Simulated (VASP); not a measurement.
A run of VASP 6.6.1 is set up as follows.

File INCAR:

```
SYSTEM = Mn
PREC = Accurate
ENCUT = 520
EDIFF = 1E-6
ISMEAR = 0
SIGMA = 0.1
LREAL = .FALSE.
LASPH = .TRUE.
NELM = 150
ALGO = Normal
ISIF = 2
LWAVE = .FALSE.
LCHARG = .FALSE.
ISPIN = 2
MAGMOM = 1.28 1.28
LORBIT = 11
LMAXMIX = 4
GGA = PE
NBANDS = 24
```

Contents of KPOINTS:

```
Automatic mesh
0
G
  4 4 4
  0 0 0
```

Contents of POSCAR:

```
Mn
1.0
   -2.2001468975      2.2001468975      1.2332440300
    2.2001468975     -2.2001468975      1.2332440300
    2.2001468975      2.2001468975     -1.2332440300
Mn
2
Direct
    0.7500000000      0.2500000000      0.5000000000
    0.0000000000      0.0000000000      0.0000000000
```

Potentials or basis: VASP PAW PBE potentials, release 64 (Mn_pv).

Run with:

```sh
$ cat potpaw_PBE.64/Mn_pv/POTCAR > POTCAR
$ mpirun -np 1 vasp_std > vasp.out
```

Problem. What does it give for the site moments?

Solution. Mn +0.97 μB.

Problem. Predict the pressure.

Solution. -1.6 GPa.

Stress tensor (GPa, compression positive):
```
-3.83  0.00  0.00
 0.00 -3.83  0.00
 0.00  0.00  2.82
```

Caveat: the k points lie up to 0.73 Å⁻¹ apart.
